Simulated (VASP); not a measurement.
# Sb (Pm-3m) in VASP: further runs

Aim: see how the results for Sb move with the level of theory and the settings. Levels: revPBE+D3(BJ), revPBE+D4, BLYP+D3(BJ). Tasks: single point.

Everything below comes from runs of VASP 6.6.1. Logs are shortened: lines on timing, memory, paths and dates and some standing lists are left out, and cuts for length are marked.

### Step 1. The cell of the first run

Symmetry: Pm-3m, No. 221, cubic system. The conventional cell has a = 3.045 Å, b = 3.045 Å, c = 3.045 Å, α = 90.00°, β = 90.00°, γ = 90.00°. Within 4.0 Å of Sb (site symmetry m-3m) lie 6 Sb at 3.04 Å.

### Step 2. Single point, revPBE+D3(BJ)

File INCAR:

```
SYSTEM = Sb
PREC = Accurate
ENCUT = 520
EDIFF = 1E-6
ISMEAR = -1
SIGMA = 0.05
LREAL = .FALSE.
LASPH = .TRUE.
NELM = 60
ALGO = Normal
ISIF = 2
LWAVE = .FALSE.
LCHARG = .FALSE.
GGA = RE
IVDW = 12
NBANDS = 8
```

File KPOINTS:

```
regular mesh
0
G
  8 8 8
  0 0 0
```

File POSCAR:

```
Sb
1.0
    3.0449935076      0.0000000000      0.0000000000
    0.0000000000      3.0449935076      0.0000000000
    0.0000000000      0.0000000000      3.0449935076
Sb
1
Direct
    0.0000000000      0.0000000000      0.0000000000
```

Potentials or basis: VASP PAW PBE potentials, release 64 (Sb).

Run with:

```
> cat potpaw_PBE.64/Sb/POTCAR > POTCAR
> mpirun -np 1 vasp_std > vasp.out
```

OUTCAR:

```text
SYSTEM = Sb
   PREC = Accurate
   ENCUT = 520
   EDIFF = 1E-6
   ISMEAR = -1
   LREAL = .FALSE.
   LASPH = .TRUE.
   NELM = 60
   ISIF = 2
   GGA = RE
   IVDW = 12
 IVDW          = 12

 ion  position               nearest neighbor table
   1  0.000  0.000  0.000-

  LATTYP: Found a simple cubic cell.
 ALAT       =     3.0449935076

  Lattice vectors:

 A1 = (   3.0449935076,   0.0000000000,   0.0000000000)
 A2 = (   0.0000000000,   3.0449935076,   0.0000000000)
 A3 = (   0.0000000000,   0.0000000000,   3.0449935076)

Analysis of symmetry for initial positions (statically):
=====================================================================
 Subroutine PRICEL returns:
 Original cell was already a primitive cell.

 Routine SETGRP: Setting up the symmetry group for a
 simple cubic supercell.

 Subroutine GETGRP returns: Found 48 space group operations
 (whereof 48 operations were pure point group operations)
 out of a pool of 48 trial point group operations.

The static configuration has the point symmetry O_h .

Analysis of symmetry for dynamics (positions and initial velocities):
=====================================================================
 Subroutine PRICEL returns:
 Original cell was already a primitive cell.

 Routine SETGRP: Setting up the symmetry group for a
 simple cubic supercell.

 Subroutine GETGRP returns: Found 48 space group operations
 (whereof 48 operations were pure point group operations)
 out of a pool of 48 trial point group operations.

The dynamic configuration has the point symmetry O_h .

 Subroutine INISYM returns: Found 48 space group operations
 (whereof 48 operations are pure point group operations),
 and found     1 'primitive' translations

----------------------------------------------------------------------------------------

                                     Primitive cell

  volume of cell :      28.2331

  direct lattice vectors                    reciprocal lattice vectors
     3.044993508  0.000000000  0.000000000     0.328407925  0.000000000  0.000000000
     0.000000000  3.044993508  0.000000000     0.000000000  0.328407925  0.000000000
     0.000000000  0.000000000  3.044993508     0.000000000  0.000000000  0.328407925

  length of vectors
     3.044993508  3.044993508  3.044993508     0.328407925  0.328407925  0.328407925

  position of ions in fractional coordinates (direct lattice)
     0.000000000  0.000000000  0.000000000

  ion indices of the primitive-cell ions
   primitive index   ion index
                 1           1

----------------------------------------------------------------------------------------

 KPOINTS: regular mesh

Automatic generation of k-mesh.
 Grid dimensions read from file:
 generate k-points for:    8    8    8

 Generating k-lattice:

  Cartesian coordinates                     Fractional coordinates (reciprocal lattice)
     0.041050991  0.000000000  0.000000000     0.125000000  0.000000000  0.000000000
     0.000000000  0.041050991  0.000000000     0.000000000  0.125000000  0.000000000
     0.000000000  0.000000000  0.041050991     0.000000000  0.000000000  0.125000000

  Length of vectors
     0.041050991  0.041050991  0.041050991

  Shift w.r.t. Gamma in fractional coordinates (k-lattice)
     0.000000000  0.000000000  0.000000000

 Subroutine IBZKPT returns following result:
 ===========================================

 Found     35 irreducible k-points:

 Following reciprocal coordinates:
            Coordinates               Weight
  0.000000  0.000000  0.000000      1.000000
  0.125000  0.000000  0.000000      6.000000
  0.250000  0.000000  0.000000      6.000000
  0.375000  0.000000  0.000000      6.000000
  0.500000  0.000000  0.000000      3.000000
  0.125000  0.125000  0.000000     12.000000
[... 16 lines left out ...]
  0.375000  0.375000  0.125000     24.000000
  0.500000  0.375000  0.125000     24.000000
 [... further k-points ...]
   k-points           NKPTS =     35   k-points in BZ     NKDIM =     35   number of bands    NBANDS=      8
   number of dos      NEDOS =    301   number of ions     NIONS =      1
   total plane-waves  NPLWV =  13824
   dimension x,y,z NGX =    24 NGY =   24 NGZ =   24
   dimension x,y,z NGXF=    48 NGYF=   48 NGZF=   48
   ions per type =               1
   NGX,Y,Z   is equivalent  to a cutoff of  13.10, 13.10, 13.10 a.u.
   NGXF,Y,Z  is equivalent  to a cutoff of  26.21, 26.21, 26.21 a.u.
 SYSTEM =  Sb
   PREC   = accura    normal or accurate (medium, high low for compatibility)
   ISTART =      0    job   : 0-new  1-cont  2-samecut
   ICHARG =      2    charge: 1-file 2-atom 10-const
   ISPIN  =      1    spin polarized calculation?
   LNONCOLLINEAR =      F non collinear calculations
   LSORBIT =      F    spin-orbit coupling
   LASPH  =      T    aspherical Exc in radial PAW
   ENCUT  =  520.0 eV  38.22 Ry    6.18 a.u.   5.66  5.66  5.66*2*pi/ulx,y,z
   NELM   =     60;   NELMIN=  2; NELMDL= -5     # of ELM steps
   EDIFF  = 0.1E-05   stopping-criterion for ELM
   LREAL  =      F    real-space projection
   EDIFFG = 0.1E-04   stopping-criterion for IOM
   NSW    =      0    number of steps for IOM
   IBRION =     -1    ionic relax: 0-MD 1-quasi-New 2-CG
   NFREE  =      0    steps in history (QN), initial steepest desc. (CG)
   ISIF   =      2    stress and relaxation
   ISYM   =      2    0-nonsym 1-usesym 2-fastsym
   POTIM  = 0.5000    time-step for ionic-motion
   TEBEG  =    0.0;   TEEND  =   0.0 temperature during run
   PSTRESS=    0.0 pullay stress
   NELECT =       5.0000    total number of electrons
   NUPDOWN=      -1.0000    fix difference up-down
   EMIN   =  10.00;   EMAX   =-10.00  energy-range for DOS
   EFERMI =   0.00;   METHOD = LEGACY
   ISMEAR =    -1;   SIGMA  =   0.05  broadening in eV -4-tet -1-fermi 0-gaus
   EFERMI_NEDOS =   21; number of points for ismear=-14 and -15
   IALGO  =     38    algorithm
   IMIX   =      4    mixing-type and parameters
     AMIX     =   0.40;   BMIX     =  1.00
     AMIX_MAG =   1.60;   BMIX_MAG =  1.00
  volume/ion in A,a.u.               =      28.23       190.53
  Fermi-wavevector in a.u.,A,eV,Ry     =   0.919345  1.737310 11.499576  0.845195
  Thomas-Fermi vector in A             =   2.044528
   LORBIT       =      0    0 simple, 1 ext, 2 COOP (PROOUT), +10 PAW based schemes
[... 42 lines left out ...]
  band No.  band energies     occupation
      1      -4.6573      2.00000
      2       8.9823      0.00000
      3      11.5735      0.00000
      4      11.5735      0.00000
      5      15.0430      0.00000
      6      15.9495      0.00000
      7      18.3106      0.00000
      8      24.2711      0.00000

 k-point     3 :       0.2500    0.0000    0.0000
  band No.  band energies     occupation
      1      -3.9613      2.00000
      2       5.7964      2.00000
      3      12.2316      0.00000
      4      12.2316      0.00000
      5      15.5837      0.00000
      6      16.6837      0.00000
      7      21.9683      0.00000
      8      22.1134      0.00000

 k-point     4 :       0.3750    0.0000    0.0000
  band No.  band energies     occupation
      1      -2.9397      2.00000
      2       3.1719      2.00000
      3      13.0800      0.00000
      4      13.0800      0.00000
      5      16.4155      0.00000
      6      17.6931      0.00000
      7      20.2973      0.00000
      8      20.2973      0.00000

 k-point     5 :       0.5000    0.0000    0.0000
  band No.  band energies     occupation
      1      -2.2647      2.00000
      2       1.9497      2.00000
      3      13.5366      0.00000
      4      13.5366      0.00000
      5      17.0370      0.00000
      6      18.6737      0.00000
      7      19.3980      0.00000
      8      19.5097      0.00000

 k-point     6 :       0.1250    0.1250    0.0000
  band No.  band energies     occupation
      1      -4.4180      2.00000
      2       9.0605      0.00000
      3       9.3819      0.00000
      4      11.8128      0.00000
      5      15.6436      0.00000
      6      17.7548      0.00000
      7      18.8208      0.00000
      8      22.1337      0.00000

 k-point     7 :       0.2500    0.1250    0.0000
  band No.  band energies     occupation
      1      -3.7216      2.00000
      2       6.0230      2.00000
      3       9.8971      0.00000
      4      12.4732      0.00000
      5      16.2356      0.00000
      6      18.3526      0.00000
      7      19.7155      0.00000
      8      22.2841      0.00000

 k-point     8 :       0.3750    0.1250    0.0000
  band No.  band energies     occupation
      1      -2.6985      2.00000
      2       3.4001      2.00000
      3      10.8024      0.00000
      4      13.3258      0.00000
      5      16.7011      0.00000
      6      17.3326      0.00000
      7      19.8013      0.00000
      8      20.4713      0.00000

 k-point     9 :       0.5000    0.1250    0.0000
  band No.  band energies     occupation
      1      -2.0214      2.00000
      2       2.1762      2.00000
      3      11.3408      0.00000
      4      13.7858      0.00000
      5      15.9087      0.00000
      6      18.0681      0.00000
      7      19.2847      0.00000
      8      19.6842      0.00000

 k-point    10 :       0.2500    0.2500    0.0000
  band No.  band energies     occupation
      1      -3.0230      2.00000
      2       6.4261      2.00000
      3       6.9729      2.00000
      4      13.1404      0.00000
      5      16.0736      0.00000
      6      17.1458      0.00000
      7      22.0648      0.00000
      8      22.7049      0.00000
[... 78 lines left out ...]
 k-point    18 :       0.3750    0.1250    0.1250
  band No.  band energies     occupation
      1      -2.4573      2.00000
      2       3.6280      2.00000
      3      10.7837      0.00000
      4      11.3244      0.00000
      5      16.8058      0.00000
      6      17.3478      0.00000
      7      19.3010      0.00000
      8      21.0842      0.00000

 k-point    19 :       0.5000    0.1250    0.1250
  band No.  band energies     occupation
      1      -1.7781      2.00000
      2       2.4025      2.00000
      3      11.2646      0.00000
      4      11.9486      0.00000
      5      15.8214      0.00000
      6      16.4845      0.00000
      7      19.7656      0.00000
      8      22.1773      0.00000

 k-point    20 :       0.2500    0.2500    0.1250
  band No.  band energies     occupation
      1      -2.7828      2.00000
      2       6.6527      2.00000
      3       7.1933      2.00000
      4      10.8331      0.00000
      5      16.4782      0.00000
      6      19.0446      0.00000
      7      19.9942      0.00000
      8      20.4017      0.00000

 k-point    21 :       0.3750    0.2500    0.1250
  band No.  band energies     occupation
      1      -1.7513      2.00000
      2       4.2667      2.00000
      3       7.8533      1.13733
      4      11.7560      0.00000
      5      14.2600      0.00000
      6      17.7231      0.00000
      7      20.2200      0.00000
      8      21.1670      0.00000

 k-point    22 :       0.5000    0.2500    0.1250
  band No.  band energies     occupation
      1      -1.0617      2.00000
      2       3.0361      2.00000
      3       8.3802      0.00007
      4      12.3491      0.00000
      5      13.2303      0.00000
      6      16.8120      0.00000
      7      20.7447      0.00000
      8      21.7515      0.00000

 k-point    23 :       0.3750    0.3750    0.1250
  band No.  band energies     occupation
      1      -0.6967      2.00000
      2       4.9385      2.00000
      3       5.3991      2.00000
      4      11.9523      0.00000
      5      12.7590      0.00000
      6      18.5001      0.00000
      7      18.7326      0.00000
      8      21.6646      0.00000

 k-point    24 :       0.5000    0.3750    0.1250
  band No.  band energies     occupation
      1       0.0276      2.00000
      2       3.8784      2.00000
      3       5.6846      2.00000
      4      11.0385      0.00000
      5      13.2676      0.00000
      6      17.6973      0.00000
      7      19.1991      0.00000
      8      22.3448      0.00000

 [... further k-points ...]

------------------------ aborting loop because EDIFF is reached ----------------------------------------

 Edisp (eV)   -0.95566

 E8    (eV) :    -0.6892

  FORCE on cell =-STRESS in cart. coord.  units (eV):
  Direction    XX          YY          ZZ          XY          YZ          ZX
  --------------------------------------------------------------------------------------
  -------------------------------------------------------------------------------------
  Total      -0.00759    -0.00759    -0.00759    -0.00000     0.00000     0.00000
  in kB      -0.43044    -0.43044    -0.43044    -0.00000     0.00000     0.00000
  external pressure =       -0.43 kB  Pullay stress =        0.00 kB

 VOLUME and BASIS-vectors are now :
 -----------------------------------------------------------------------------
  energy-cutoff  :      520.00
  volume of cell :       28.23
      direct lattice vectors                 reciprocal lattice vectors
     3.044993508  0.000000000  0.000000000     0.328407925  0.000000000  0.000000000
     0.000000000  3.044993508  0.000000000     0.000000000  0.328407925  0.000000000
     0.000000000  0.000000000  3.044993508     0.000000000  0.000000000  0.328407925

 POSITION                                       TOTAL-FORCE (eV/Angst)
 -----------------------------------------------------------------------------------
      0.00000      0.00000      0.00000         0.000000      0.000000      0.000000
 -----------------------------------------------------------------------------------
    total drift:                               -0.000000      0.000000      0.000000

  FREE ENERGIE OF THE ION-ELECTRON SYSTEM (eV)
  ---------------------------------------------------
  free  energy   TOTEN  =        -4.6774313310 eV

  energy  without entropy=       -4.6696889467  energy(sigma->0) =       -4.67356014
```

Run time: 7.1 s. Hardware: 1 thread of Intel Xeon Platinum 8375C at 2.90GHz (Ice Lake), shared host; peak memory 0.14 GiB.

Results:

| Property | Result |
| --- | --- |
| Free energy | -4.6774 eV |
| Pressure | 0.0 GPa |
| Dispersion energy per atom | -0.956 eV |

Caveat: the PAW data sets were made with another functional, which shifts forces and pressure a little; spin-orbit coupling is left out, which moves the levels of the heavy elements; pairwise dispersion overbinds metals, which lowers pressure and volume.

### Step 3. Single point, revPBE+D4

This run uses another cell than the first one, of 28.52 Å³/atom, 1.010 times its volume.

File INCAR:

```
SYSTEM = Sb
ALGO     = Normal         ! electronic algorithm
EDIFF    = 1E-7           ! SCF threshold, eV
ENCUT    = 520            ! plane-wave cutoff, eV
GGA      = RE             ! functional
ISIF     = 2              ! what is computed and relaxed
ISMEAR   = -1             ! smearing method
IVDW     = 13             ! dispersion correction
LASPH    = .True.         ! aspherical terms in the spheres
LCHARG   = .False.        ! write CHGCAR
LREAL    = .False.        ! projectors in reciprocal space
LWAVE    = .False.        ! write WAVECAR
NBANDS   = 8              ! bands
NELM     = 80             ! most SCF steps
PREC     = Accurate       ! precision mode
SIGMA    = 0.05           ! smearing width, eV
```

File KPOINTS:

```
k-points
0
Gamma
  8 8 8
  0 0 0
```

File POSCAR:

```
Sb
1.0
    3.0551642936      0.0000000000      0.0000000000
    0.0000000000      3.0551642936      0.0000000000
    0.0000000000      0.0000000000      3.0551642936
Sb
1
Direct
    0.0000000000      0.0000000000      0.0000000000
```

Potentials or basis: VASP PAW PBE potentials, release 64 (Sb).

Run with:

```
> cat potpaw_PBE.64/Sb/POTCAR > POTCAR
> mpirun -np 1 vasp_std > vasp.out
```

It used 3.5 s of CPU time on 1 thread of Intel(R) Xeon(R) Platinum 8375C CPU @ 2.90GHz (Ice Lake), with other jobs on the host.

Results (log left out):

| Quantity | Value |
| --- | --- |
| Free energy | -4.5874 eV |
| Pressure | -0.1 GPa |
| Dispersion energy per atom | -0.857 eV |

Levels at points of the mesh, in eV from the Fermi level:
| k point | band 1 | band 2 | band 3 | band 4 | band 5 | band 6 | band 7 | band 8 |
| --- | --- | --- | --- | --- | --- | --- | --- | --- |
| (0.00, 0.00, 0.00) | -12.68 | 3.44 | 3.44 | 3.44 | 6.98 | 6.98 | 8.64 | 17.92 |
| (0.50, 0.00, 0.00) | -10.09 | -5.84 | 5.61 | 5.61 | 9.14 | 10.78 | 11.53 | 11.61 |
| (0.50, 0.50, 0.00) | -7.31 | -3.69 | -3.69 | 2.07 | 7.85 | 13.24 | 13.41 | 13.41 |
| (0.50, 0.50, 0.50) | -4.16 | -1.66 | -1.66 | -1.66 | 4.80 | 4.80 | 4.80 | 6.91 |

Caveat: the PAW data sets were made with another functional, which shifts forces and pressure a little; spin-orbit coupling is left out, which moves the levels of the heavy elements; pairwise dispersion overbinds metals, which lowers pressure and volume.

### Step 4. Single point, BLYP+D3(BJ)

This run uses another cell than the first one, of 29.17 Å³/atom, 1.033 times its volume.

File INCAR:

```
SYSTEM = Sb
  PREC = Accurate
  ENCUT = 520
  EDIFF = 1E-7
  ISMEAR = -1
  SIGMA = 0.05
  LREAL = .FALSE.
  LASPH = .TRUE.
  NELM = 100
  ALGO = Normal
  ISIF = 2
  LWAVE = .FALSE.
  LCHARG = .FALSE.
  GGA = B5
  ALDAX = 1.0
  AGGAX = 1.0
  AGGAC = 1.0
  ALDAC = 0.0
  IVDW = 12
  VDW_S6 = 1.0
  VDW_S8 = 2.6996
  VDW_A1 = 0.4298
  VDW_A2 = 4.2359
  NBANDS = 8
```

File KPOINTS:

```
Automatic mesh
0
G
  8 8 8
  0 0 0
```

File POSCAR:

```
Sb
1.0
    3.0784290652      0.0000000000      0.0000000000
    0.0000000000      3.0784290652      0.0000000000
    0.0000000000      0.0000000000      3.0784290652
Sb
1
Direct
    0.0000000000      0.0000000000      0.0000000000
```

Run with:

```
> cat potpaw_PBE.64/Sb/POTCAR > POTCAR
> mpirun -np 1 vasp_std > vasp.out
```

It used 6.2 s of CPU time on 1 thread of Intel(R) Xeon(R) Platinum 8375C CPU @ 2.90GHz (Ice Lake), with other jobs on the host.

It converged, with:

```
Free energy                : -4.4059 eV
Pressure                   : 0.3 GPa
Dispersion energy per atom : -1.152 eV
```

Levels at points of the mesh, in eV from the Fermi level:
```
           k point  band 1  band 2  band 3  band 4  band 5  band 6
(0.00, 0.00, 0.00)  -12.51    3.32    3.32    3.32    7.18    7.18
(0.50, 0.00, 0.00)  -10.06   -5.58    5.35    5.35    9.23   11.06
(0.50, 0.50, 0.00)   -7.44   -3.56   -3.56    2.50    7.42   13.16
(0.50, 0.50, 0.50)   -4.50   -1.65   -1.65   -1.65    5.11    5.11
```

Caveat: the PAW data sets were made with another functional, which shifts forces and pressure a little; spin-orbit coupling is left out, which moves the levels of the heavy elements; pairwise dispersion overbinds metals, which lowers pressure and volume.

### Step 5. Summary

| level | cell | gap on the mesh (eV) | pressure (GPa) |
| --- | --- | --- | --- |
| revPBE+D3(BJ) | a = 3.045 Å, 1 atom | none | 0.0 |
| revPBE+D4 | a = 3.055 Å, 1 atom | none | -0.1 |
| BLYP+D3(BJ) | a = 3.078 Å, 1 atom | none | 0.3 |

Alike in all rows: task single point; potentials or basis VASP PAW PBE potentials, release 64 (Sb); no spin polarisation; k mesh 8 × 8 × 8; cutoff (eV) 520; smearing fermi-dirac 0.05 eV.

Caveats: the PAW data sets were made with another functional, which shifts forces and pressure a little; spin-orbit coupling is left out, which moves the levels of the heavy elements; pairwise dispersion overbinds metals, which lowers pressure and volume.

Total energies depend on the potentials used, so only differences within one code and one set of settings carry meaning.
